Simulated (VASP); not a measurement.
HfO2, 6 atoms in the cell. It takes space group P4_2/nmc (No. 137, tetragonal). Conventional cell: a = 3.550 Å, b = 3.550 Å, c = 5.311 Å, α = 90.00°, β = 90.00°, γ = 90.00°. Within 2.7 Å of Hf (site symmetry -4m2) lie 8 O at 2.05 to 2.41 Å. Within 2.7 Å of O (site symmetry 2mm) lie 4 Hf at 2.05 to 2.41 Å and 6 O at 2.58 to 2.66 Å.  This cell differs from its parent crystal: biaxial strain in the a-b plane: -1.5 %.

* Program: VASP 6.6.1
* Task: single point
* Functional: PBE
* Potentials or basis: VASP PAW PBE potentials, release 64 (Hf_pv, O)
* Cutoff: 520 eV
* k mesh: 6 × 6 × 4
* Occupations: gaussian, width 0.02 eV
* Spin: no spin polarisation
* Dipole correction: no
* Further INCAR settings: ALGO = Normal; EDIFF = 1e-06; NBANDS = 31

Potentials or basis: VASP PAW PBE potentials, release 64 (Hf_pv, O).

Run with:

```bash
$ cat potpaw_PBE.64/Hf_pv/POTCAR potpaw_PBE.64/O/POTCAR > POTCAR
$ mpirun -np 1 vasp_std > vasp.out
```

Hardware: 1 thread of Intel(R) Xeon(R) Platinum 8559C (Emerald Rapids), with other jobs on the host.

Estimate the wall time of this run.

Run time: 42 s on 1 thread of Intel(R) Xeon(R) Platinum 8559C (Emerald Rapids) (shared host), peak memory 0.2 GiB. Counts: scf iterations 14, k points 30.
